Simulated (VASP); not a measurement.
**Ru: single point with PBE**

Crystal: Ru.

```xyz
2
Lattice="2.7039 0.0000 0.0000 -1.3519 2.3416 0.0000 0.0000 0.0000 4.2817" Properties=species:S:1:pos:R:3 pbc="T T T"
Ru    0.0000    1.5611    1.0704
Ru    1.3519    0.7805    3.2113
```

```
Program             : VASP 6.6.1
Task                : single point
Functional          : PBE
Potentials or basis : VASP PAW PBE potentials, release 64 (Ru_pv)
Cutoff              : 520 eV
k mesh              : 10 × 10 × 6
Occupations         : fermi-dirac, width 0.01 eV
Spin                : no spin polarisation
```

```yaml
Pressure: 5.0 GPa
Band_gap_on_the_k_mesh: zero (band 14 reaches 14.48 eV, above the bottom of band 15 at 11.27 eV)
```

Stress tensor (GPa, compression positive):
```
6.72 0.00 0.00
0.00 6.72 0.00
0.00 0.00 1.58
```

Levels at points of the mesh, in eV from the Fermi level:
```csv
k point,band 11,band 12,band 13,band 14,band 15,band 16,band 17,band 18
"(0.00, 0.00, 0.00)",-2.47,-1.96,-1.96,-1.42,-1.42,1.15,1.15,1.25
"(0.50, 0.00, 0.00)",-2.12,-1.83,-1.57,1.39,1.81,1.88,4.03,6.10
"(0.00, 0.00, 0.50)",-2.80,-2.80,-2.76,-2.76,0.51,0.51,0.51,0.51
"(0.50, 0.00, 0.50)",-1.09,-1.09,0.41,0.41,1.65,1.65,3.36,3.36
```

Run time: 35 s on 1 thread of Intel Xeon 8259CL (shared host), peak memory 0.15 GiB.
